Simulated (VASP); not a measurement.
Wanted: the native input for a VASP 6.6.1 run.

```
Task                   : single point
Functional             : PBE
Potentials or basis    : VASP PAW PBE potentials, release 64 (Mo_sv, S)
Cutoff                 : 520 eV
k mesh                 : 8 × 8 × 4
Occupations            : methfessel-paxton, width 0.05 eV
Spin                   : non-collinear spin, zero start, spin-orbit coupling
Starting moments       : [[0.0, 0.0, 0.0], [0.0, 0.0, 0.0], [0.0, 0.0, 0.0]] μB
Hubbard terms          : Mo d U = 8.0 eV
Dipole correction      : no
Further INCAR settings : ALGO = Normal; EDIFF = 1e-06; NBANDS = 39
```

The structure of MoS2 lies in POSCAR:

```
MoS2
1.0
    3.2274645616      0.0000000000      0.0000000000
   -1.6137322808      2.7950663001      0.0000000000
    0.0000000000      0.0000000000      6.3124734200
Mo S
1 2
Direct
    0.0000000000      0.0000000000      0.5000000000
    0.6666666667      0.3333333333      0.7446806800
    0.3333333333      0.6666666667      0.2553193200
```

These files were run (other wordings do the same):

INCAR

```
SYSTEM = MoS2
  ALGO = Normal
  EDIFF = 1E-6
  ENCUT = 520
  GGA = PE
  GGA_COMPAT = .FALSE.
  ISIF = 2
  ISMEAR = 1
  LASPH = .TRUE.
  LCHARG = .FALSE.
  LDAU = .TRUE.
  LDAUJ = 0 0
  LDAUL = 2 -1
  LDAUPRINT = 1
  LDAUTYPE = 2
  LDAUU = 8 0
  LMAXMIX = 4
  LORBIT = 11
  LORBMOM = .TRUE.
  LREAL = .FALSE.
  LSORBIT = .TRUE.
  LWAVE = .FALSE.
  MAGMOM = 0 0 0 0 0 0 0 0 0
  NBANDS = 39
  NELM = 150
  PREC = Accurate
  SIGMA = 0.05
```

KPOINTS

```
k-points
0
G
  8 8 4
  0 0 0
```

Potentials or basis: VASP PAW PBE potentials, release 64 (Mo_sv, S).

The run is started by

```console
$ cat potpaw_PBE.64/Mo_sv/POTCAR potpaw_PBE.64/S/POTCAR > POTCAR
$ mpirun -np 1 vasp_ncl > vasp.out
```

It gave:

| Item | Value |
| --- | --- |
| Pressure | 8.3 GPa |
| Largest force | 0.773 eV/Å |
| Net moment | 0.00 μB per cell |
| Valence electrons inside the program's atomic spheres | Mo 12.24; S 3.72 |

Caveat: this functional lacks dispersion, which binds the layers, so the pressure and a relaxed spacing across them are unreliable.

Wall time 7.7 min on 1 thread of Intel Xeon 8259CL, on a shared host, peak memory 0.36 GiB.
